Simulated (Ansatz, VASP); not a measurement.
# MgO in VASP and in Ansatz

```xyz
8
Lattice="3.3475 0.0000 0.0000 -1.6738 2.8991 0.0000 0.0000 0.0000 10.0972" Properties=species:S:1:pos:R:3 pbc="T T T"
Mg    0.0000    1.9327    9.7891
Mg    0.0000    0.0000    2.2297
Mg    0.0000    0.0000    7.2783
Mg    1.6738    0.9664    4.7405
O     0.0000    1.9327    7.8762
O     0.0000    0.0000    5.3479
O     0.0000    0.0000    0.2993
O     1.6738    0.9664    2.8276
```

Alike in both runs: task single point; functional PBE; k mesh 9 × 9 × 4; occupations gaussian, width 0.05 eV; no spin polarisation.

|  | VASP | Ansatz |
| --- | --- | --- |
| version | VASP 6.6.1 | Ansatz 0.2.0 |
| potentials or method | VASP PAW PBE potentials, release 64 (Mg, O), cutoff 520 eV | scalar-relativistic, plane waves, PAW |
| valence electrons in the cell | 32 | 64 |

```tsv
	VASP	Ansatz	Ansatz less VASP
gap on the k mesh at the Fermi level (eV)	3.31	3.33	+0.020
least direct gap on the mesh (eV)	3.31	3.33	+0.020
pressure (GPa)	0.0	0.4	+0.41
traceless stress, the component that is largest in VASP (GPa)	9.28	9.14	-0.144
rms of the force components (eV/Å)	0.365	0.361	-0.0039
```

Atom by atom the forces differ by 0.004 eV/Å (rms over components). With one functional, cell and mesh, what is left measures potentials, basis and numerics. VASP's potentials hold 32 valence electrons a cell and Ansatz's 64, so a difference there can come from the potentials and not from the codes.
